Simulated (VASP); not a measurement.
Runs of VASP 6.6.1 on Ti2Os. The structure is that of space group Fm-3m (No. 225), or close to it. The cells are those of the table. 

```csv
task,cell,k mesh,cutoff (eV),gap on the mesh (eV),pressure (GPa),relaxed volume (Å³/atom)
relaxation of cell and atoms,"relaxed from a = 3.886 Å, angles 60.0°, 3 atoms",6 × 6 × 6,600,none,0.0,(a)
single point,"a = 4.274 Å, angles 60.0°, 3 atoms",14 × 14 × 14,520,none,-0.1,-
relaxation of cell and atoms,"relaxed from a = 4.271 Å, angles 60.0°, 3 atoms",14 × 14 × 14,600,none,0.0,18.39
single point,"a = 3.886 Å, angles 60.0°, 3 atoms",6 × 6 × 6,520,none,75.6,-
single point,"a = 4.271 Å, angles 60.0°, 3 atoms",6 × 6 × 6,520,none,0.0,-
```

Alike in all rows: level PBE; potentials or basis VASP PAW PBE potentials, release 64 (Ti_sv, Os); no spin polarisation; smearing gaussian 0.1 eV.

Question: Estimate the missing entries.

Answer: (a) 18.36.

Caveats: spin-orbit coupling is left out, which moves the levels of the heavy elements; the volume moved by over 15 % at a fixed basis, so the end points are rough (at least some runs); the cell stands under pressure (at least some runs).

A k mesh can miss the band edges, and the runs leave out spin-orbit coupling on Os.

A gap of «none» marks levels without a gap at the run's occupations.
